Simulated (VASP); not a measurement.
Wanted: the native input for a VASP 6.6.1 run.

```
Task                   : single point
Functional             : PBE
Potentials or basis    : VASP PAW PBE potentials, release 64 (In_d, P)
Cutoff                 : 520 eV
k mesh                 : 12 × 12 × 6
Occupations            : gaussian, width 0.1 eV
Spin                   : no spin polarisation
Dipole correction      : no
Further INCAR settings : ALGO = Normal; EDIFF = 1e-06; NBANDS = 26
```

The structure of InP lies in POSCAR:

```
InP
1.0
    3.9868930880      0.0000000000      0.0000000000
   -1.9934465440      3.4527506964      0.0000000000
    0.0000000000      0.0000000000      6.4074199124
In P
2 2
Direct
    0.0000000000      0.0000000000      0.0000000000
    0.3333333333      0.6666666667      0.5000000000
    0.6666666667      0.3333333333      0.2500000000
    0.6666666667      0.3333333333      0.7500000000
```

The input as run:

INCAR

```
PREC = Accurate
ENCUT = 520
EDIFF = 1E-6
ISMEAR = 0
SIGMA = 0.1
LREAL = F
LASPH = T
NELM = 80
ALGO = Normal
ISIF = 2
LWAVE = F
LCHARG = F
GGA = PE
NBANDS = 26
```

KPOINTS

```
Automatic mesh
0
Gamma
  12 12 6
```

Potentials or basis: VASP PAW PBE potentials, release 64 (In_d, P).

Run with:

```sh
$ cat potpaw_PBE.64/In_d/POTCAR potpaw_PBE.64/P/POTCAR > POTCAR
$ mpirun -np 1 vasp_std > vasp.out
```

It gave:

The pressure is 0.0 GPa and the band gap on the k mesh is zero (bands 18 and 19 overlap by 1.64 eV).

Caveat: spin-orbit coupling is left out, which moves the levels of the heavy elements.

It took 3 min on 1 thread of Intel(R) Xeon(R) Platinum 8259CL CPU @ 2.50GHz (Skylake/Cascade Lake), on a shared host, peak memory 0.29 GiB.
